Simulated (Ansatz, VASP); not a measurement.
# Two plane-wave programs on AlNi3

INCAR

```
SYSTEM = AlNi3
ALGO = Fast
EDIFF = 1E-6
ENCUT = 520
GGA = PS
ISIF = 2
ISMEAR = 0
LASPH = .TRUE.
LCHARG = .FALSE.
LREAL = .FALSE.
LWAVE = .FALSE.
NBANDS = 24
NELM = 100
PREC = Accurate
SIGMA = 0.05
```

The input KPOINTS:

```
k-points
0
G
  10 10 10
  0 0 0
```

File POSCAR:

```
AlNi3
1.0
    0.0000000000      2.8018887551      2.8018887551
    2.8018887551      0.0000000000      2.8018887551
    2.8018887551      2.8018887551      0.0000000000
Al Ni
1 3
Direct
    0.5267676580      0.4732323420      0.5267676580
    0.2500000000      0.2500000000      0.2500000000
    0.0000000000      0.0000000000      0.0000000000
    0.7500000000      0.7500000000      0.7500000000
```

Input for Ansatz:

```yaml
crystal:
  lattice:
    - [0.0, 2.8018887551, 2.8018887551]
    - [2.8018887551, 0.0, 2.8018887551]
    - [2.8018887551, 2.8018887551, 0.0]
  atoms:
    - { symbol: Al, position: [0.526767658, 0.473232342, 0.526767658] }
    - { symbol: Ni, position: [0.25, 0.25, 0.25] }
    - { symbol: Ni, position: [0.0, 0.0, 0.0] }
    - { symbol: Ni, position: [0.75, 0.75, 0.75] }
basis:
  ecutwfc: 500
  fft_grid_basis: typed
kpoints:
  mp_grid: { grid: [10, 10, 10] }
hamiltonian:
  xc: pbesol
scf:
  occupations: { method: gaussian, width: 0.05 }
output:
  forces: true
  stress: true
  eigenvalues: true
  bader: true
  write_density: true
  volumetric_format: npy
```

Alike in both runs: task single point; functional PBEsol; k mesh 10 × 10 × 10; occupations gaussian, width 0.05 eV; no spin polarisation.

|  | VASP | Ansatz |
| --- | --- | --- |
| version | VASP 6.6.1 | Ansatz 0.2.0 |
| potentials or method | VASP PAW PBE potentials, release 64 (Al, Ni), cutoff 520 eV | scalar-relativistic, plane waves, PAW |
| valence electrons in the cell | 33 | 57 |

|  | VASP | Ansatz | Ansatz less VASP |
| --- | --- | --- | --- |
| gap on the k mesh at the Fermi level (eV) | none | none | - |
| pressure (GPa) | 0.3 | 0.3 | -0.02 |
| traceless stress, the component that is largest in VASP (GPa) | -0.52 | -0.52 | +0.003 |
| rms of the force components (eV/Å) | 0.465 | 0.463 | -0.0027 |

VASP's potentials were made for PBE, not for PBEsol. Atom by atom the forces differ by 0.003 eV/Å (rms over components). A gap of «none» marks a metal or a gap that the smearing closes. The functional is the same, so the differences come from potentials, cutoffs and numerics. VASP's potentials hold 33 valence electrons a cell and Ansatz's 57, so a difference there can come from the potentials and not from the codes.
